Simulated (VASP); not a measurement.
# BaS (Fm-3m) in VASP: further runs, part 2 of 2

VASP 6.6.1.

## (4) Single point, HSE06

Input file POSCAR:

```
BaS
1.0
    0.0000000000      3.2119099264      3.2119099264
    3.2119099264      0.0000000000      3.2119099264
    3.2119099264      3.2119099264      0.0000000000
Ba S
1 1
Direct
    0.0000000000      0.0000000000      0.0000000000
    0.5000000000      0.5000000000      0.5000000000
```

Input file INCAR.step1:

```
PREC = Accurate
ENCUT = 520
EDIFF = 1E-5
ISMEAR = 0
SIGMA = 0.01
LREAL = F
LASPH = T
NELM = 80
ALGO = Normal
ISIF = 2
LWAVE = T
NBANDS = 15
GGA = PE
```

Input file INCAR.step2:

```
PREC = Accurate
ENCUT = 520
EDIFF = 1E-7
ISMEAR = 0
SIGMA = 0.01
LREAL = F
LASPH = T
NELM = 80
ALGO = Normal
ISIF = 2
LWAVE = F
LCHARG = T
GGA = PE
LHFCALC = T
HFSCREEN = 0.2079
PRECFOCK = Normal
LELF = T
LVHAR = T
NBANDS = 15
ISTART = 1
```

Input file KPOINTS:

```
regular mesh
0
Gamma
  4 4 4
```

Potentials or basis: VASP PAW PBE potentials, release 64 (Ba_sv, S).

Started as:

```sh
$ cat potpaw_PBE.64/Ba_sv/POTCAR potpaw_PBE.64/S/POTCAR > POTCAR
$ cp INCAR.step1 INCAR
$ mpirun -np 1 vasp_std > vasp.out
$ cp INCAR.step2 INCAR
$ mpirun -np 1 vasp_std > vasp.out
```

OUTCAR:

```text
PREC = Accurate
   ENCUT = 520
   EDIFF = 1E-7
   ISMEAR = 0
   LREAL = F
   LASPH = T
   NELM = 80
   ISIF = 2
   GGA = PE
   LHFCALC = T
   HFSCREEN = 0.2079
   PRECFOCK = Normal
   ISTART = 1

 ion  position               nearest neighbor table
   1  0.000  0.000  0.000-   2 3.21   2 3.21   2 3.21   2 3.21   2 3.21   2 3.21
   2  0.500  0.500  0.500-   1 3.21   1 3.21   1 3.21   1 3.21   1 3.21   1 3.21

  LATTYP: Found a face centered cubic cell.
 ALAT       =     6.4238198528

  Lattice vectors:

 A1 = (   0.0000000000,   3.2119099264,   3.2119099264)
 A2 = (   3.2119099264,   0.0000000000,   3.2119099264)
 A3 = (   3.2119099264,   3.2119099264,   0.0000000000)

Analysis of symmetry for initial positions (statically):
=====================================================================
 Subroutine PRICEL returns:
 Original cell was already a primitive cell.

 Routine SETGRP: Setting up the symmetry group for a
 face centered cubic supercell.

 Subroutine GETGRP returns: Found 48 space group operations
[... 168 lines left out ...]
      3     -11.1568      2.00000
      4     -11.1568      2.00000
      5     -10.6947      2.00000
      6       0.7116      2.00000
      7       0.7116      2.00000
      8       0.7116      2.00000
      9       5.2073      0.00000
     10       5.6229      0.00000
     11       5.6229      0.00000
     12       5.6229      0.00000
     13       6.5564      0.00000
     14       6.5564      0.00000
[... 113 lines left out ...]
      2     -11.8168      2.00000
      3     -11.5070      2.00000
      4     -11.5070      2.00000
      5      -9.9067      2.00000
      6      -0.4601      2.00000
      7       0.1715      2.00000
      8       0.1715      2.00000
      9       6.0179      0.00000
     10       6.0179      0.00000
     11       8.1301      0.00000
     12       8.6916      0.00000
     13       9.4582      0.00000
     14      11.4687      0.00000
     15      12.4997      0.00000

------------------------ aborting loop because EDIFF is reached ----------------------------------------

  FORCE on cell =-STRESS in cart. coord.  units (eV):
  Direction    XX          YY          ZZ          XY          YZ          ZX
  --------------------------------------------------------------------------------------
  -------------------------------------------------------------------------------------
  Total        0.0891048      0.0891048      0.0891048      0.0000000      0.0000000     -0.0000000
  in kB        2.1542288      2.1542288      2.1542288      0.0000000      0.0000000     -0.0000000
  external PRESSURE =       2.1542288 kB  Pullay stress =       0.0000000 kB

 VOLUME and BASIS-vectors are now :
 -----------------------------------------------------------------------------
  energy-cutoff  :      520.00
  volume of cell :       66.27
      direct lattice vectors                 reciprocal lattice vectors
     0.000000000  3.211909926  3.211909926    -0.155670617  0.155670617  0.155670617
     3.211909926  0.000000000  3.211909926     0.155670617 -0.155670617  0.155670617
     3.211909926  3.211909926  0.000000000     0.155670617  0.155670617 -0.155670617

 POSITION                                       TOTAL-FORCE (eV/Angst)
 -----------------------------------------------------------------------------------
      0.00000      0.00000      0.00000        -0.000000     -0.000000     -0.000000
      3.21191      3.21191      3.21191         0.000000      0.000000      0.000000
 -----------------------------------------------------------------------------------
    total drift:                                0.000000      0.000000      0.000000

  FREE ENERGIE OF THE ION-ELECTRON SYSTEM (eV)
  ---------------------------------------------------
  free  energy   TOTEN  =       -11.5447350116 eV

  energy  without entropy=      -11.5447350116  energy(sigma->0) =      -11.54473501
```

OUTCAR.step1:

```text
PREC = Accurate
   ENCUT = 520
   EDIFF = 1E-5
   ISMEAR = 0
   LREAL = F
   LASPH = T
[... 346 lines left out ...]
 -----------------------------------------------------------------------------------
      0.00000      0.00000      0.00000        -0.000000      0.000000      0.000000
      3.21191      3.21191      3.21191         0.000000     -0.000000     -0.000000
 -----------------------------------------------------------------------------------
    total drift:                                0.000000      0.000000      0.000000

  FREE ENERGIE OF THE ION-ELECTRON SYSTEM (eV)
  ---------------------------------------------------
  free  energy   TOTEN  =       -10.1873426918 eV

  energy  without entropy=      -10.1873426918  energy(sigma->0) =      -10.18734269
```

Wall time 11 min (1 thread of Intel Xeon Platinum 8259CL at 2.50GHz (Skylake/Cascade Lake), shared host); peak memory 0.31 GiB.

Results:

- Free energy: -11.5447 eV
- Pressure: 0.2 GPa
- Band gap on the k mesh: 3.05 eV (least direct gap 3.21 eV)

Caveat: the k points lie up to 0.42 Å⁻¹ apart; the PAW data sets were made with another functional, which shifts forces and pressure a little; spin-orbit coupling is left out, which moves the levels of the heavy elements. A k mesh can miss the band edges.

## (5) Single point, PBE0

POSCAR is that of step 4.

Input file INCAR.step1:

```
SYSTEM = BaS
PREC = Accurate
ENCUT = 520
EDIFF = 1E-5
ISMEAR = 0
SIGMA = 0.01
LREAL = .False.
LASPH = .True.
NELM = 80
ALGO = Normal
ISIF = 2
LWAVE = .True.
GGA = PE
NBANDS = 15
```

Input file INCAR.step2:

```
SYSTEM = BaS
PREC = Accurate
ENCUT = 520
EDIFF = 1E-6
ISMEAR = 0
SIGMA = 0.01
LREAL = .False.
LASPH = .True.
NELM = 80
ALGO = Normal
ISIF = 2
LWAVE = .False.
LCHARG = .True.
GGA = PE
LHFCALC = .True.
AEXX = 0.25
PRECFOCK = Normal
LELF = .True.
LVHAR = .True.
ISTART = 1
NBANDS = 15
```

Input file KPOINTS:

```
regular mesh
0
Gamma
  4 4 4
  0 0 0
```

Started as:

```sh
$ cat potpaw_PBE.64/Ba_sv/POTCAR potpaw_PBE.64/S/POTCAR > POTCAR
$ cp INCAR.step1 INCAR
$ mpirun -np 1 vasp_std > vasp.out
$ cp INCAR.step2 INCAR
$ mpirun -np 1 vasp_std > vasp.out
```

It took 10 min on 1 thread of Intel Xeon Platinum 8259CL at 2.50GHz (Skylake/Cascade Lake), shared host; peak memory 0.21 GiB.

The run converged. Its results:

| Quantity | Value |
| --- | --- |
| Free energy | -12.1370 eV |
| Pressure | 0.1 GPa |
| Band gap on the k mesh | 3.77 eV (least direct gap 3.94 eV) |

Levels at points of the mesh, in eV from the valence-band top:
```tsv
k point	band 4	band 5	band 6	band 7	band 8	band 9	band 10	band 11	band 12	band 13
(0.00, 0.00, 0.00)	-11.89	-11.45	0.00	0.00	0.00	5.20	5.66	5.66	5.66	6.59
(0.50, 0.00, 0.00)	-11.92	-9.98	-2.08	-1.14	-1.14	7.31	7.39	8.25	8.25	10.81
(0.50, 0.50, 0.00)	-12.09	-11.34	-0.63	-0.17	-0.17	3.77	7.81	7.83	9.49	9.49
```

Caveat: the k points lie up to 0.42 Å⁻¹ apart; the PAW data sets were made with another functional, which shifts forces and pressure a little; spin-orbit coupling is left out, which moves the levels of the heavy elements.

## (6) The runs side by side

| level | grid for exact exchange (PRECFOCK) | share of exact exchange | screening parameter | gap on the mesh (eV) | pressure (GPa) |
| --- | --- | --- | --- | --- | --- |
| PBE | - | - | - | 2.13 | 0.7 |
| r2SCAN | - | - | - | 2.49 | 0.6 |
| HSE06 | Normal | 0.25 | 0.2079 1/Å | 3.05 | 0.2 |
| PBE0 | Normal | 0.25 | - | 3.77 | 0.1 |

Alike in all rows: task single point; potentials or basis VASP PAW PBE potentials, release 64 (Ba_sv, S); no spin polarisation; cell as given; k mesh 4 × 4 × 4; cutoff (eV) 520; smearing gaussian 0.01 eV.

Caveats: all runs use coarse meshes; spin-orbit coupling is left out, which moves the levels of the heavy elements; the PAW data sets were made with another functional, which shifts forces and pressure a little (at least some runs).

Total energies depend on the potentials used, so only differences within one code and one set of settings carry meaning.
